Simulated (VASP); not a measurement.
# Na (Im-3m) in VASP: further runs, part 2 of 2

VASP 6.6.1.

## Step 3: Single point, PBE+D3(BJ), non-collinear spin, zero start, spin-orbit coupling

This run uses another cell than the first one, of 34.57 Å³/atom.

Input file INCAR:

```
SYSTEM = Na
ALGO     = Fast           ! electronic algorithm
EDIFF    = 1E-6           ! SCF threshold, eV
ENCUT    = 520            ! plane-wave cutoff, eV
GGA      = PE             ! functional
GGA_COMPAT= .False.      
ISIF     = 2              ! what is computed and relaxed
ISMEAR   = 0              ! smearing method
IVDW     = 12             ! dispersion correction
LASPH    = .True.         ! aspherical terms in the spheres
LCHARG   = .False.        ! write CHGCAR
LORBIT   = 11             ! projections on sites
LORBMOM  = .True.       
LREAL    = .False.        ! projectors in reciprocal space
LSORBIT  = .True.         ! spin-orbit coupling
LWAVE    = .False.        ! write WAVECAR
MAGMOM   = 0 0 0          ! initial moments
NBANDS   = 18             ! bands
NELM     = 150            ! most SCF steps
PREC     = Accurate       ! precision mode
SIGMA    = 0.1            ! smearing width, eV
```

Input file KPOINTS:

```
k-points
0
Gamma
  14 14 14
  0 0 0
```

Input file POSCAR:

```
Na
1.0
   -2.0521468904      2.0521468904      2.0521468904
    2.0521468904     -2.0521468904      2.0521468904
    2.0521468904      2.0521468904     -2.0521468904
Na
1
Direct
    0.0000000000      0.0000000000      0.0000000000
```

Potentials or basis: VASP PAW PBE potentials, release 64 (Na_pv).

On the command line:

```bash
> cat potpaw_PBE.64/Na_pv/POTCAR > POTCAR
> mpirun -np 1 vasp_ncl > vasp.out
```

OUTCAR:

```text
SYSTEM = Na
   EDIFF = 1E-6
   ENCUT = 520
   GGA = PE
   ISIF = 2
   ISMEAR = 0
   IVDW = 12
   LASPH = .True.
   LORBIT = 11
   LREAL = .False.
   LSORBIT = .True.
   NELM = 150
   PREC = Accurate
 IVDW          = 12

 ion  position               nearest neighbor table
   1  0.000  0.000  0.000-

  LATTYP: Found a body centered cubic cell.
 ALAT       =     4.1042937808

  Lattice vectors:

 A1 = (  -2.0521468904,   2.0521468904,   2.0521468904)
 A2 = (   2.0521468904,  -2.0521468904,   2.0521468904)
 A3 = (   2.0521468904,   2.0521468904,  -2.0521468904)

Analysis of symmetry for initial positions (statically):
=====================================================================
 Subroutine PRICEL returns:
 Original cell was already a primitive cell.

 Routine SETGRP: Setting up the symmetry group for a
 body centered cubic supercell.

 Subroutine GETGRP returns: Found 48 space group operations
 (whereof 48 operations were pure point group operations)
 out of a pool of 48 trial point group operations.

The static configuration has the point symmetry O_h .

Analysis of symmetry for dynamics (positions and initial velocities):
=====================================================================
 Subroutine PRICEL returns:
 Original cell was already a primitive cell.

 Routine SETGRP: Setting up the symmetry group for a
 body centered cubic supercell.

 Subroutine GETGRP returns: Found 48 space group operations
 (whereof 48 operations were pure point group operations)
 out of a pool of 48 trial point group operations.

The dynamic configuration has the point symmetry O_h .

Analysis of structural, dynamic, and magnetic symmetry:
=====================================================================
 Subroutine PRICEL returns:
 Original cell was already a primitive cell.

 Routine SETGRP: Setting up the symmetry group for a
 body centered cubic supercell.

 Subroutine GETGRP returns: Found 48 space group operations
 (whereof 48 operations were pure point group operations)
 out of a pool of 48 trial point group operations.

The overall configuration has the point symmetry O_h .

 Subroutine INISYM returns: Found 48 space group operations
 (whereof 48 operations are pure point group operations),
 and found     1 'primitive' translations

----------------------------------------------------------------------------------------

                                     Primitive cell

  volume of cell :      34.5689

  direct lattice vectors                    reciprocal lattice vectors
    -2.052146890  2.052146890  2.052146890     0.000000000  0.243647276  0.243647276
     2.052146890 -2.052146890  2.052146890     0.243647276  0.000000000  0.243647276
     2.052146890  2.052146890 -2.052146890     0.243647276  0.243647276  0.000000000

  length of vectors
     3.554422679  3.554422679  3.554422679     0.344569282  0.344569282  0.344569282

  position of ions in fractional coordinates (direct lattice)
     0.000000000  0.000000000  0.000000000

  ion indices of the primitive-cell ions
   primitive index   ion index
                 1           1

[... 96 lines left out ...]
   GGA     = PE    functional components
   LHFCALC =     F    Hartree Fock is set to
   AEXX    =    0.0000 exact exchange contribution
   IVDW    =    12    specifies the selected vdW correction
   LEPSILON=     F    determine dielectric tensor
   LRPA    =     F    only Hartree local field effects (RPA)
 RMM-DIIS sequential band-by-band and
 Gauss-broadening in eV      SIGMA  =   0.10
  energy-cutoff  :      520.00
  volume of cell :       34.57
 maximum number of plane-waves:      1918
   NGX = 13   NGY = 13   NGZ = 13

 number of electron       7.0000000 magnetization       0.0000000      0.0000000      0.0000000

 number of electron       6.9999991 magnetization       0.0000000     -0.0000000     -0.0000000

 number of electron       6.9999991 magnetization       0.0000000     -0.0000000      0.0000000

 Free energy of the ion-electron system (eV)
  ---------------------------------------------------
  ext. energy  EPLUGINS =         0.00000000
  ---------------------------------------------------
  free energy    TOTEN  =        -1.30820753 eV

  energy without entropy =       -1.30524071  energy(sigma->0) =       -1.30672412

 E-fermi :   0.5135     XC(G=0):  -6.6872

 val. band max:        0.4861662766   @ k =  -0.3571   0.4286   0.1429
 cond. band min:       0.5699697885   @ k =   0.3571   0.0714   0.0714
 fundamental gap:      0.0838035119
 Fermi energy:         0.5135043833

 k-point     1 :       0.0000    0.0000    0.0000
  band No.  band energies     occupation
      1     -24.4313      1.00000
      2     -24.4313      1.00000
      3     -24.2526      1.00000
      4     -24.2526      1.00000
      5     -24.2526      1.00000
      6     -24.2526      1.00000
[... 481 lines left out ...]
      5     -24.2658      1.00000
      6     -24.2658      1.00000
[... 10 lines left out ...]
     17      14.2283      0.00000
     18      14.2288      0.00000

 [... further k-points ...]

------------------------ aborting loop because EDIFF is reached ----------------------------------------

 Edisp (eV)   -0.16491

 E8    (eV) :    -0.0803

  FORCE on cell =-STRESS in cart. coord.  units (eV):
  Direction    XX          YY          ZZ          XY          YZ          ZX
  --------------------------------------------------------------------------------------
  -------------------------------------------------------------------------------------
  Total      -0.05177    -0.05177    -0.05177     0.00000     0.00000    -0.00000
  in kB      -2.39951    -2.39951    -2.39951     0.00000     0.00000    -0.00000
  external pressure =       -2.40 kB  Pullay stress =        0.00 kB

 VOLUME and BASIS-vectors are now :
 -----------------------------------------------------------------------------
  energy-cutoff  :      520.00
  volume of cell :       34.57
      direct lattice vectors                 reciprocal lattice vectors
    -2.052146890  2.052146890  2.052146890     0.000000000  0.243647276  0.243647276
     2.052146890 -2.052146890  2.052146890     0.243647276  0.000000000  0.243647276
     2.052146890  2.052146890 -2.052146890     0.243647276  0.243647276  0.000000000

 POSITION                                       TOTAL-FORCE (eV/Angst)
 -----------------------------------------------------------------------------------
      0.00000      0.00000      0.00000        -0.000000     -0.000000      0.000000
 -----------------------------------------------------------------------------------
    total drift:                               -0.000000     -0.000000     -0.000000

  FREE ENERGIE OF THE ION-ELECTRON SYSTEM (eV)
  ---------------------------------------------------
  free  energy   TOTEN  =        -1.4731153712 eV

  energy  without entropy=       -1.4701485523  energy(sigma->0) =       -1.47163196

 orbital moment (x)

 # of ion     p       tot
 --------------------------------
  1        -0.000  -0.000
 --------------------------------
           -0.000  -0.000

 orbital moment (y)

 # of ion     p       tot
 --------------------------------
  1         0.000   0.000
 --------------------------------
            0.000   0.000

 orbital moment (z)

 # of ion     p       tot
 --------------------------------
  1         0.000   0.000
 --------------------------------
            0.000   0.000

 Spin-Orbit-Coupling matrix elements

 Ion:    1  E_soc:     -0.0007341
 l=   1
     0.0000000    -0.0001223    -0.0001223
    -0.0001223     0.0000000    -0.0001223
    -0.0001223    -0.0001223     0.0000000
 l=   2
     0.0000000     0.0000000     0.0000000     0.0000000     0.0000000
     0.0000000     0.0000000     0.0000000     0.0000000     0.0000000
     0.0000000     0.0000000     0.0000000     0.0000000     0.0000000
     0.0000000     0.0000000     0.0000000     0.0000000     0.0000000
     0.0000000     0.0000000     0.0000000     0.0000000     0.0000000
 l=   3
     0.0000000     0.0000000     0.0000000     0.0000000     0.0000000     0.0000000     0.0000000
     0.0000000     0.0000000     0.0000000     0.0000000     0.0000000     0.0000000     0.0000000
     0.0000000     0.0000000     0.0000000     0.0000000     0.0000000     0.0000000     0.0000000
     0.0000000     0.0000000     0.0000000     0.0000000     0.0000000     0.0000000     0.0000000
     0.0000000     0.0000000     0.0000000     0.0000000     0.0000000     0.0000000     0.0000000
     0.0000000     0.0000000     0.0000000     0.0000000     0.0000000     0.0000000     0.0000000
     0.0000000     0.0000000     0.0000000     0.0000000     0.0000000     0.0000000     0.0000000

 total charge

# of ion       s       p       d       tot
------------------------------------------
    1        0.103   5.966   0.000   6.069

 magnetization (x)

# of ion       s       p       d       tot
------------------------------------------
    1       -0.000  -0.000   0.000  -0.000

 magnetization (y)

# of ion       s       p       d       tot
------------------------------------------
    1        0.000   0.000   0.000   0.000

 magnetization (z)

# of ion       s       p       d       tot
------------------------------------------
    1       -0.000  -0.000   0.000  -0.000
```

Run time: 48 s. Hardware: 1 thread of Intel Xeon 6975P-C (Granite Rapids), shared host; peak memory 0.28 GiB.

Results:

- Free energy: -1.4731 eV
- Pressure: -0.2 GPa
- Net moment: 0.00 μB per cell
- Valence electrons inside the program's atomic spheres: Na 6.07
- Dispersion energy per atom: -0.165 eV

Moments on the atoms (μB; x, y, z):
```
Na  0.00 0.00 0.00
```

Caveat: three body term missing.
